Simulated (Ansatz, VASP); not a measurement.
Given: the input of a run of VASP 6.6.1 on GdCl.

The input INCAR:

```
PREC = Accurate
ENCUT = 520
EDIFF = 1E-7
ISMEAR = -1
SIGMA = 0.05
LREAL = F
LASPH = T
NELM = 150
ALGO = Normal
ISIF = 2
LWAVE = F
LCHARG = F
ISPIN = 2
MAGMOM = 7 7 0 0
LORBIT = 11
LMAXMIX = 6
GGA = PE
NBANDS = 37
```

The input KPOINTS:

```
regular mesh
0
Gamma
  8 8 3
```

File POSCAR:

```
GdCl
1.0
    3.7166086034      0.0000000000      0.0000000000
   -1.8583043017      3.2186774665      0.0000000000
    0.0000000000      0.0000000000      9.6616977988
Gd Cl
2 2
Direct
    0.6666666667      0.3333333333      0.8317670000
    0.3333333333      0.6666666667      0.3317670000
    0.6666666667      0.3333333333      0.5432320000
    0.3333333333      0.6666666667      0.0432320000
```

Potentials or basis: VASP PAW PBE potentials, release 64 (Gd, Cl).

Run with:

```sh
$ cat potpaw_PBE.64/Gd/POTCAR potpaw_PBE.64/Cl/POTCAR > POTCAR
$ mpirun -np 1 vasp_std > vasp.out
```

Problem. Translate it to Ansatz 0.2.0. Potentials there: Ansatz PAW.

Solution. As run (the cutoff follows the program's own potentials):

File input.yaml:

```yaml
crystal:
  lattice:
    - [3.7166086034, 0.0, 0.0]
    - [-1.8583043017, 3.2186774665, 0.0]
    - [0.0, 0.0, 9.6616977988]
  atoms:
    - { symbol: Gd, position: [0.6666666667, 0.3333333333, 0.831767], spin: 7.0 }
    - { symbol: Gd, position: [0.3333333333, 0.6666666667, 0.331767], spin: 7.0 }
    - { symbol: Cl, position: [0.6666666667, 0.3333333333, 0.543232] }
    - { symbol: Cl, position: [0.3333333333, 0.6666666667, 0.043232] }
hamiltonian:
  xc: pbe
  pseudopotentials: { kind: paw }
magnetization:
  spin_polarized: true
kpoints:
  mp_grid: { grid: [8, 8, 3] }
scf:
  occupations: { method: fermi_dirac, width: 0.05 }
output:
  forces: true
  stress: true
  eigenvalues: true
```

Potentials or basis: Ansatz PAW.

Launch:

```sh
$ ansatz run input.yaml --threads 2 --pin off --max-ram 5120MiB --backend cpu --events-out ev --progress --plain --runs-dir out
```

Both were run:

|  | VASP | Ansatz | Ansatz less VASP |
| --- | --- | --- | --- |
| gap on the k mesh at the Fermi level (eV) | none | none | - |
| pressure (GPa) | -1.3 | -1.2 | +0.05 |
| traceless stress, the component that is largest in VASP (GPa) | -0.50 | -0.60 | -0.100 |
| rms of the force components (eV/Å) | 0.005 | 0.001 | -0.0034 |
| net moment per atom (μB) | 3.51 | 3.51 | -0.001 |
| size of the moment on the site where the two differ most (μB) | 6.70 | 6.82 | +0.117 |

Site moments also hang on the region over which each program counts them. Atom by atom the forces differ by 0.003 eV/Å (rms over components). A gap of «none» marks a metal or a gap that the smearing closes.

Neither program's run includes spin-orbit coupling.
